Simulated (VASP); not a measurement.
# Ir (P6_3/mmc) in VASP: a series of runs, part 2 of 2

VASP 6.6.1. Earlier steps stand in the parts before.

### Step 6. Single point, r2SCAN

The input, POSCAR:

```
Ir
1.0
    2.7513780000      0.0000000000      0.0000000000
   -1.3756890000      2.3827632434      0.0000000000
    0.0000000000      0.0000000000      4.4622900000
Ir
2
Direct
    0.6666666667      0.3333333333      0.7500000000
    0.3333333333      0.6666666667      0.2500000000
```

The input, INCAR.step1:

```
SYSTEM = Ir
PREC = Accurate ; ENCUT = 520
ISMEAR = -1 ; SIGMA = 0.15
LREAL = .FALSE. ; LASPH = .TRUE.
NELM = 80 ; NBANDS = 16
GGA = PE ; ALGO = Normal
EDIFF = 1E-4 ; LWAVE = .TRUE.
LCHARG = .FALSE.
```

The input, INCAR.step2:

```
SYSTEM = Ir
PREC = Accurate ; ENCUT = 520
EDIFF = 1E-6 ; ISMEAR = -1
SIGMA = 0.15 ; LREAL = .FALSE.
LASPH = .TRUE. ; NELM = 80
ALGO = Normal ; ISIF = 2
LWAVE = .FALSE. ; LCHARG = .FALSE.
METAGGA = R2SCAN ; LMIXTAU = .TRUE.
NBANDS = 16 ; ISTART = 1
```

The input, KPOINTS:

```
regular mesh
0
G
  8 8 5
  0 0 0
```

Potentials or basis: VASP PAW PBE potentials, release 64 (Ir).

Command:

```console
cat potpaw_PBE.64/Ir/POTCAR > POTCAR
cp INCAR.step1 INCAR
mpirun -np 1 vasp_std > vasp.out
cp INCAR.step2 INCAR
mpirun -np 1 vasp_std > vasp.out
```

OUTCAR:

```text
SYSTEM = Ir
   PREC = Accurate
   ENCUT = 520
   EDIFF = 1E-6
   ISMEAR = -1
   LREAL = .FALSE.
   LASPH = .TRUE.
   NELM = 80
   ISIF = 2
   METAGGA = R2SCAN
   ISTART = 1

 ion  position               nearest neighbor table
   1  0.667  0.333  0.750-   2 2.74   2 2.74   2 2.74   2 2.74   2 2.74   2 2.74
   2  0.333  0.667  0.250-   1 2.74   1 2.74   1 2.74   1 2.74   1 2.74   1 2.74

  LATTYP: Found a hexagonal cell.
 ALAT       =     2.7513780000
 C/A-ratio  =     1.6218382207

  Lattice vectors:

 A1 = (   2.7513780000,   0.0000000000,   0.0000000000)
 A2 = (  -1.3756890000,   2.3827632434,   0.0000000000)
 A3 = (   0.0000000000,   0.0000000000,   4.4622900000)

Analysis of symmetry for initial positions (statically):
=====================================================================
 Subroutine PRICEL returns:
 Original cell was already a primitive cell.

 Routine SETGRP: Setting up the symmetry group for a
 hexagonal supercell.

 Subroutine GETGRP returns: Found 24 space group operations
 (whereof 12 operations were pure point group operations)
 out of a pool of 24 trial point group operations.

The static configuration has the point symmetry D_3d.
 The point group associated with its full space group is D_6h.

Analysis of symmetry for dynamics (positions and initial velocities):
=====================================================================
 Subroutine PRICEL returns:
 Original cell was already a primitive cell.

 Routine SETGRP: Setting up the symmetry group for a
 hexagonal supercell.

 Subroutine GETGRP returns: Found 24 space group operations
 (whereof 12 operations were pure point group operations)
 out of a pool of 24 trial point group operations.

The dynamic configuration has the point symmetry D_3d.
 The point group associated with its full space group is D_6h.

 Subroutine INISYM returns: Found 24 space group operations
[... 106 lines left out ...]
   TEBEG  =    0.0;   TEEND  =   0.0 temperature during run
   PSTRESS=    0.0 pullay stress
   NELECT =      18.0000    total number of electrons
   NUPDOWN=      -1.0000    fix difference up-down
   EMIN   =  10.00;   EMAX   =-10.00  energy-range for DOS
   EFERMI =   0.00;   METHOD = LEGACY
   ISMEAR =    -1;   SIGMA  =   0.15  broadening in eV -4-tet -1-fermi 0-gaus
   EFERMI_NEDOS =   21; number of points for ismear=-14 and -15
   IALGO  =     38    algorithm
   IMIX   =      4    mixing-type and parameters
     AMIX     =   0.40;   BMIX     =  1.00
     AMIX_MAG =   1.60;   BMIX_MAG =  1.00
  volume/ion in A,a.u.               =      14.63        98.71
  Fermi-wavevector in a.u.,A,eV,Ry     =   1.392417  2.631287 26.379321  1.938825
  Thomas-Fermi vector in A             =   2.516162
   LORBIT       =      0    0 simple, 1 ext, 2 COOP (PROOUT), +10 PAW based schemes
   METAGGA = R2SCAN    functional components
   LHFCALC =     F    Hartree Fock is set to
   AEXX    =    0.0000 exact exchange contribution
   IVDW    =     0    specifies the selected vdW correction
   LEPSILON=     F    determine dielectric tensor
   LRPA    =     F    only Hartree local field effects (RPA)
 non-spin polarized calculation
  energy-cutoff  :      520.00
  volume of cell :       29.25
 maximum number of plane-waves:       799
   NGX = 11   NGY = 11   NGZ = 17

 number of electron      18.0000000 magnetization

 Free energy of the ion-electron system (eV)
  ---------------------------------------------------
  ext. energy  EPLUGINS =         0.00000000
  ---------------------------------------------------
  free energy    TOTEN  =      -104.57146336 eV

  energy without entropy =     -104.35490069  energy(sigma->0) =     -104.46318202

 E-fermi :   9.7354     XC(G=0): -15.1013

 val. band max:        9.7274998221   @ k =   0.3750   0.1250   0.0000
 cond. band min:       9.8147235815   @ k =   0.3750   0.0000   0.2000
 fundamental gap:      0.0872237593
 Fermi energy:         9.7353798509

 k-point     1 :       0.0000    0.0000    0.0000
  band No.  band energies     occupation
      1      -1.5590      2.00000
      2       1.5719      2.00000
      3       5.8506      2.00000
      4       5.9409      2.00000
      5       5.9409      2.00000
      6       6.5843      2.00000
[... 433 lines left out ...]
      3       3.7467      2.00000
      4       4.2258      2.00000
      5       7.0065      2.00000
      6       7.0722      2.00000
[... 8 lines left out ...]
     15      24.9338      0.00000
     16      26.3707      0.00000

 [... further k-points ...]
[... 5 lines left out ...]
  --------------------------------------------------------------------------------------
  -------------------------------------------------------------------------------------
  Total       -0.8282434     -0.8282434     -1.0136084      0.0000000     -0.0000000      0.0000000
  in kB      -45.3606861    -45.3606861    -55.5126341      0.0000000     -0.0000000      0.0000000
  external PRESSURE =     -48.7446688 kB  Pullay stress =       0.0000000 kB

 VOLUME and BASIS-vectors are now :
 -----------------------------------------------------------------------------
  energy-cutoff  :      520.00
  volume of cell :       29.25
      direct lattice vectors                 reciprocal lattice vectors
     2.751378000  0.000000000  0.000000000     0.363454240  0.209840403  0.000000000
    -1.375689000  2.382763243  0.000000000     0.000000000  0.419680807  0.000000000
     0.000000000  0.000000000  4.462290000     0.000000000  0.000000000  0.224100182

 POSITION                                       TOTAL-FORCE (eV/Angst)
 -----------------------------------------------------------------------------------
      1.37569      0.79425      3.34672        -0.000000      0.000000      0.000000
     -0.00000      1.58851      1.11557         0.000000     -0.000000      0.000000
 -----------------------------------------------------------------------------------
    total drift:                                0.000000     -0.000000     -0.000000

  FREE ENERGIE OF THE ION-ELECTRON SYSTEM (eV)
  ---------------------------------------------------
  free  energy   TOTEN  =      -104.5714633588 eV

  energy  without entropy=     -104.3549006894  energy(sigma->0) =     -104.46318202
```

Wall time 55 s (1 thread of Intel Xeon 6975P-C, shared host); peak memory 0.15 GiB.

Results:

```
Free energy            : -104.5715 eV
Pressure               : -4.9 GPa
Band gap on the k mesh : zero (band 9 reaches 10.68 eV, above the bottom of band 10 at 7.53 eV)
```

Stress tensor (GPa, compression positive):
```
-4.54  0.00  0.00
 0.00 -4.54  0.00
 0.00  0.00 -5.55
```

Caveat: the PAW data sets were made with another functional, which shifts forces and pressure a little; spin-orbit coupling is left out, which moves the levels of the heavy elements.

### Step 7. The runs side by side

| k mesh | gap on the mesh (eV) | pressure (GPa) |
| --- | --- | --- |
| 3 × 3 × 2 | none | 5.4 |
| 4 × 4 × 3 | none | -9.8 |
| 5 × 5 × 3 | none | -4.7 |
| 6 × 6 × 4 | none | -5.9 |
| 8 × 8 × 5 | none | -4.9 |

Alike in all rows: task single point; level r2SCAN; potentials or basis VASP PAW PBE potentials, release 64 (Ir); no spin polarisation; cell as given; cutoff (eV) 520; smearing fermi-dirac 0.15 eV.

Caveats: some runs use coarse meshes; the PAW data sets were made with another functional, which shifts forces and pressure a little; spin-orbit coupling is left out, which moves the levels of the heavy elements.

Absolute energies hang on the potentials; compare differences alone.
